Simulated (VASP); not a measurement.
The system is ZnS.

```
Zn S
1.0
     0.00000    2.70200    2.70200
     2.70200    0.00000    2.70200
     2.70200    2.70200    0.00000
Zn S
1 1
Cartesian
  1.3510 1.3510 1.3510
  0.0000 0.0000 0.0000
```

| Property | Result |
| --- | --- |
| Program | VASP 6.6.1 |
| Task | relaxation of cell and atoms |
| Functional | PBE |
| Potentials or basis | VASP PAW PBE potentials, release 64 (Zn, S) |
| Cutoff | 600 eV |
| k mesh | 10 × 10 × 10 |
| Occupations | gaussian, width 0.02 eV |
| Spin | no spin polarisation |

At the start: pressure 1.8 GPa; volume 19.73 Å³/atom.

Where does the relaxation end?

Over 6 steps the energy falls by 2.6 meV/atom and the volume is 20.21 Å³/atom (+2.4 %); space group F-43m (No. 216, to 0.05 Å).

Step by step:
| step | energy change (eV) | largest force (eV/Å) | pressure (GPa) | volume (Å³) |
| --- | --- | --- | --- | --- |
| 1 | 0.0000 | 0.0000 | 1.79 | 39.45 |
| 2 | -0.0046 | 0.0000 | -0.52 | 40.72 |
| 3 | -0.0051 | 0.0000 | 0.06 | 40.40 |
| 4 | -0.0051 | 0.0000 | -0.05 | 40.44 |
| 5 | -0.0051 | 0.0000 | 0.04 | 40.40 |
| 6 | -0.0051 | 0.0000 | -0.01 | 40.42 |

Final structure:
```
Zn S
1.0
     0.00000    2.72380    2.72380
     2.72380    0.00000    2.72380
     2.72380    2.72380    0.00000
Zn S
1 1
Direct
  0.25000 0.25000 0.25000
  0.00000 0.00000 0.00000
```
